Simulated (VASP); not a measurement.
Wanted: the native input for a VASP 6.6.1 run.

```yaml
Task: single point
Functional: PBE
Potentials_or_basis: VASP PAW PBE potentials, release 64 (Cd, Se)
Cutoff: 520 eV
k_mesh: 6 × 6 × 6
Occupations: fermi-dirac, width 0.02 eV
Spin: no spin polarisation
Dipole_correction: no
Further_INCAR_settings: ALGO = Normal; EDIFF = 1e-06; NBANDS = 16
```

The structure of CdSe lies in POSCAR:

```
CdSe
1.0
    0.0000000000      2.8429458735      2.8429458735
    2.8429458735      0.0000000000      2.8429458735
    2.8429458735      2.8429458735      0.0000000000
Cd Se
1 1
Direct
    0.0000000000      0.0000000000      0.0000000000
    0.5000000000      0.5000000000      0.5000000000
```

One way to write it, as run:

INCAR

```
SYSTEM = CdSe
ALGO = Normal
EDIFF = 1E-6
ENCUT = 520
GGA = PE
ISIF = 2
ISMEAR = -1
LASPH = .TRUE.
LCHARG = .TRUE.
LELF = .TRUE.
LREAL = .FALSE.
LVHAR = .TRUE.
LWAVE = .FALSE.
NBANDS = 16
NELM = 60
PREC = Accurate
SIGMA = 0.02
```

KPOINTS

```
k-points
0
G
  6 6 6
  0 0 0
```

Potentials or basis: VASP PAW PBE potentials, release 64 (Cd, Se).

Run with:

```sh
$ cat potpaw_PBE.64/Cd/POTCAR potpaw_PBE.64/Se/POTCAR > POTCAR
$ mpirun -np 1 vasp_std > vasp.out
```

Results of the run:

* Pressure: 2.2 GPa
* Band gap on the k mesh: zero (bands 9 and 10 overlap by 0.41 eV)

Caveat: the structure was generated, so it needn't be the stable form of CdSe; semilocal functionals underestimate gaps, and a narrow one can read as zero.

Run time: 20 s on 1 thread of Intel(R) Xeon(R) Platinum 8488C (Sapphire Rapids), with other jobs on the host, peak memory 0.16 GiB.
